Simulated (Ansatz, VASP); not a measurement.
Ga: VASP beside Ansatz

Contents of INCAR:

```
PREC = Accurate ; ENCUT = 600
EDIFF = 1E-6 ; ISMEAR = 0
SIGMA = 0.1 ; LREAL = F
LASPH = T ; NELM = 100
ALGO = Fast ; ISIF = 3
LWAVE = F ; LCHARG = F
GGA = PE ; IBRION = 2
NSW = 90 ; EDIFFG = -0.02
```

KPOINTS

```
Automatic mesh
0
Gamma
  18 18 18
```

Contents of POSCAR:

```
Ga
1.0
   -1.4040000000      1.4040000000      2.2290000000
    1.4040000000     -1.4040000000      2.2290000000
    1.4040000000      1.4040000000     -2.2290000000
Ga
1
Direct
    0.0000000000      0.0000000000      0.0000000000
```

Input for Ansatz:

```yaml
crystal:
  lattice:
    - [-1.404, 1.404, 2.229]
    - [1.404, -1.404, 2.229]
    - [1.404, 1.404, -2.229]
  atoms:
    - { symbol: Ga, position: [0.0, 0.0, 0.0] }
basis:
  ecutwfc: 420
kpoints:
  mp_grid: { grid: [18, 18, 18] }
hamiltonian:
  xc: pbe
scf:
  occupations: { method: gaussian, width: 0.1 }
output:
  forces: true
  stress: true
  eigenvalues: true
relax:
  adjacent_minimum: "off"
  f_tol: 0.02
  max_steps: 70
  cell: { stress_tol: 0.1 }
```

Alike in both runs: task relaxation of cell and atoms; functional PBE; k mesh 18 × 18 × 18; occupations gaussian, width 0.1 eV; no spin polarisation.

```csv
,VASP,Ansatz
version,VASP 6.6.1,Ansatz 0.2.0
potentials or method,"VASP PAW PBE potentials, release 64 (Ga_d), cutoff 600 eV","scalar-relativistic, plane waves, PAW"
valence electrons in the cell,13,13
```

Ansatz gave:

- gap on the k mesh at the Fermi level, each at its own relaxed structure (eV): none
- relaxed volume (Å³/atom): 18.87
- relaxed cell length with the largest relative difference (Å): 3.050

**Question.** Estimate VASP's values.

**Answer.** gap on the k mesh at the Fermi level, each at its own relaxed structure (eV): none; relaxed volume (Å³/atom): 18.81; relaxed cell length with the largest relative difference (Å): 3.047.

A gap of «none» marks a metal or a gap that the smearing closes.
